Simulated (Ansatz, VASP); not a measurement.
## BP: VASP beside Ansatz

```
P B
1.0
     0.00000    2.26900    2.26900
     2.26900    0.00000    2.26900
     2.26900    2.26900    0.00000
P B
1 1
Cartesian
  3.4035 3.4035 3.4035
  0.0000 0.0000 0.0000
```

Alike in both runs: task single point; functional b88 exchange, pbe correlation; k mesh 10 × 10 × 10; occupations fermi-dirac, width 0.05 eV; no spin polarisation.

```csv
,VASP,Ansatz
version,VASP 6.6.1,Ansatz 0.2.0
potentials or method,"VASP PAW PBE potentials, release 64 (P, B)",Ansatz PAW
plane-wave cutoff (eV),500,420
valence electrons in the cell,8,8
```

|  | VASP | Ansatz | Ansatz less VASP |
| --- | --- | --- | --- |
| gap on the k mesh at the Fermi level (eV) | 1.25 | 1.25 | +0.001 |
| least direct gap on the mesh (eV) | 3.42 | 3.42 | +0.001 |
| pressure (GPa) | 1.2 | 1.4 | +0.26 |

VASP's potentials were made for PBE, not for b88 exchange, pbe correlation.
